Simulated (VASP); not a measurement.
A run of VASP 6.6.1:

INCAR

```
PREC = Accurate
ENCUT = 910
EDIFF = 1E-6
ISMEAR = 0
SIGMA = 0.05
LREAL = F
LASPH = T
NELM = 120
ALGO = Normal
ISIF = 2
LWAVE = F
LCHARG = F
GGA = CA
NBANDS = 26
GGA_COMPAT = F
```

KPOINTS

```
regular mesh
0
Gamma
  12 12 6
```

Contents of POSCAR:

```
GaN
1.0
    3.1799996605      0.0000000000      0.0000000000
   -1.5899998303      2.7539604900      0.0000000000
    0.0000000000      0.0000000000      5.1660000000
Ga N
2 2
Direct
    0.3726415136      0.6666666667      0.0000000000
    0.7059748470      0.3333333333      0.5000000000
    0.3333333333      0.6666666667      0.3750000000
    0.6666666667      0.3333333333      0.8750000000
```

Potentials or basis: VASP PAW LDA potentials, release 64 (Ga_d, N_h).

Command:

```console
$ cat potpaw_LDA.64/Ga_d/POTCAR potpaw_LDA.64/N_h/POTCAR > POTCAR
$ mpirun -np 1 vasp_std > vasp.out
```

Hardware: 1 thread of Intel(R) Xeon(R) Platinum 8259CL CPU @ 2.50GHz (Skylake/Cascade Lake) (shared host).

**Question.** How long does it take, and how much memory?

**Answer.** Wall time 7.2 min on 1 thread of Intel(R) Xeon(R) Platinum 8259CL CPU @ 2.50GHz (Skylake/Cascade Lake), on a shared host, peak memory 0.6 GiB. Counts: scf iterations 14, k points 242.
